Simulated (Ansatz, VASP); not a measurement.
# One calculation of MoS2, two programs

```
CELL_PARAMETERS angstrom
3.16100 0.00000 0.00000
-1.58050 2.73751 0.00000
0.00000 0.00000 12.29500
ATOMIC_POSITIONS crystal
Mo 0.33333 0.66667 0.25000
Mo 0.66667 0.33333 0.75000
S 0.33333 0.66667 0.62750
S 0.66667 0.33333 0.12750
S 0.33333 0.66667 0.87250
S 0.66667 0.33333 0.37250
```

Alike in both runs: task single point; functional PBEsol; k mesh 6 × 6 × 2; occupations gaussian, width 0.1 eV; collinear spin.

|  | VASP | Ansatz |
| --- | --- | --- |
| version | VASP 6.6.1 | Ansatz 0.2.0 |
| potentials or method | VASP PAW PBE potentials, release 64 (Mo_sv, S), cutoff 500 eV | scalar-relativistic, plane waves, PAW |
| valence electrons in the cell | 52 | 52 |

|  | VASP | Ansatz | Ansatz less VASP |
| --- | --- | --- | --- |
| gap on the k mesh at the Fermi level (eV) | 0.71 | 0.69 | -0.019 |
| least direct gap on the mesh (eV) | 1.58 | 1.58 | -0.005 |
| pressure (GPa) | 3.8 | 3.9 | +0.03 |
| traceless stress, the component that is largest in VASP (GPa) | 4.90 | 4.93 | +0.023 |
| rms of the force components (eV/Å) | 0.445 | 0.445 | +0.0006 |
| net moment per atom (μB) | 0.00 | 0.00 | 0.000 |

VASP's potentials were made for PBE, not for PBEsol. Atom by atom the forces differ by 0.001 eV/Å (rms over components). The functional is the same, so the differences come from potentials, cutoffs and numerics. Ansatz's warnings: seeded moment not kept.
